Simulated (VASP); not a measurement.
Wanted: the native input for a VASP 6.6.1 run.

```yaml
Task: electric field gradients
Functional: PBE
Potentials_or_basis: VASP PAW PBE potentials, release 64 (K_sv, Ta_pv, O)
Cutoff: 520 eV
k_mesh: 5 × 5 × 5
Occupations: fermi-dirac, width 0.01 eV
Spin: no spin polarisation
Dipole_correction: no
Further_INCAR_settings: ALGO = Normal; EDIFF = 1e-08; NBANDS = 27
```

The structure of KTaO3 lies in POSCAR:

```
KTaO3
1.0
    4.0281830000      0.0000000000      0.0000000000
    0.0000000000      4.0281830000      0.0000000000
    0.0000000000      0.0000000000      3.9883000000
K Ta O
1 1 3
Direct
    0.5000000000      0.5000000000      0.5000000000
    0.0000000000      0.0000000000      0.0000000000
    0.5000000000      0.0000000000      0.0000000000
    0.0000000000      0.5000000000      0.0000000000
    0.0000000000      0.0000000000      0.5000000000
```

This cell differs from its parent crystal: equal xx and yy strain of +1 %.

These files were run (other wordings do the same):

INCAR

```
SYSTEM = KTaO3
PREC = Accurate
ENCUT = 520
EDIFF = 1E-8
ISMEAR = -1
SIGMA = 0.01
LREAL = .FALSE.
LASPH = .TRUE.
NELM = 120
ALGO = Normal
ISIF = 2
LWAVE = .FALSE.
LCHARG = .FALSE.
GGA = PE
LEFG = .TRUE.
NBANDS = 27
GGA_COMPAT = .FALSE.
```

KPOINTS

```
regular mesh
0
G
  5 5 5
  0 0 0
```

Potentials or basis: VASP PAW PBE potentials, release 64 (K_sv, Ta_pv, O).

Run with:

```bash
$ cat potpaw_PBE.64/K_sv/POTCAR potpaw_PBE.64/Ta_pv/POTCAR potpaw_PBE.64/O/POTCAR > POTCAR
$ mpirun -np 1 vasp_std > vasp.out
```

Results of the run:

| Quantity | Value |
| --- | --- |
| Pressure | 2.0 GPa |
| Band gap on the k mesh | 2.23 eV, indirect (least direct gap 2.74 eV) |

Caveat: the cell differs from its parent crystal (equal xx and yy strain of +1 %); without QUAD_EFG the Cq values of the log hold for a quadrupole moment of 1 mb, not for the nuclei; spin-orbit coupling is left out, which moves the levels of the heavy elements.

It took 35 s on 1 thread of AMD EPYC 9R45 (Zen 5) (shared host), peak memory 0.15 GiB.
